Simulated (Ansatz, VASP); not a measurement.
Sb: VASP beside Ansatz

INCAR

```
SYSTEM = Sb
PREC = Accurate
ENCUT = 520
EDIFF = 1E-8
ISMEAR = -1
SIGMA = 0.05
LREAL = .False.
LASPH = .True.
NELM = 100
ALGO = Normal
ISIF = 2
LWAVE = .False.
LCHARG = .False.
GGA = PE
LEFG = .True.
NBANDS = 8
```

The input KPOINTS:

```
regular mesh
0
Gamma
  12 12 12
  0 0 0
```

Contents of POSCAR:

```
Sb
1.0
    0.0000000000      2.2579459806      2.2579459806
    2.2579459806      0.0000000000      2.2579459806
    2.2579459806      2.2579459806      0.0000000000
Sb
1
Direct
    0.0000000000      0.0000000000      0.0000000000
```

Input for Ansatz:

```yaml
crystal:
  lattice:
    - [0.0, 2.2579459806, 2.2579459806]
    - [2.2579459806, 0.0, 2.2579459806]
    - [2.2579459806, 2.2579459806, 0.0]
  atoms:
    - { symbol: Sb, position: [0.0, 0.0, 0.0] }
kpoints:
  mp_grid: { grid: [12, 12, 12] }
scf:
  occupations: { method: fermi_dirac, width: 0.05 }
hamiltonian:
  xc: pbe
  pseudopotentials: { kind: all_electron, datasets: crystal }
output:
  forces: true
  stress: true
  eigenvalues: true
  efg: { contact_densities: true }
```

Change from the starting cell: volume scaled by 0.94, crystal datasets.

Alike in both runs: task electric field gradients; functional PBE; k mesh 12 × 12 × 12; occupations fermi-dirac, width 0.05 eV; no spin polarisation.

|  | VASP | Ansatz |
| --- | --- | --- |
| version | VASP 6.6.1 | Ansatz 0.2.0 |
| potentials or method | VASP PAW PBE potentials, release 64 (Sb), cutoff 520 eV | all-electron PAW with datasets made for the crystal, scalar-relativistic |

```tsv
	VASP	Ansatz	Ansatz less VASP
pressure (GPa)	15.3	15.4	+0.10
```

Ansatz ran all-electron here, and VASP with PAW potentials.

Spin-orbit coupling is off throughout.
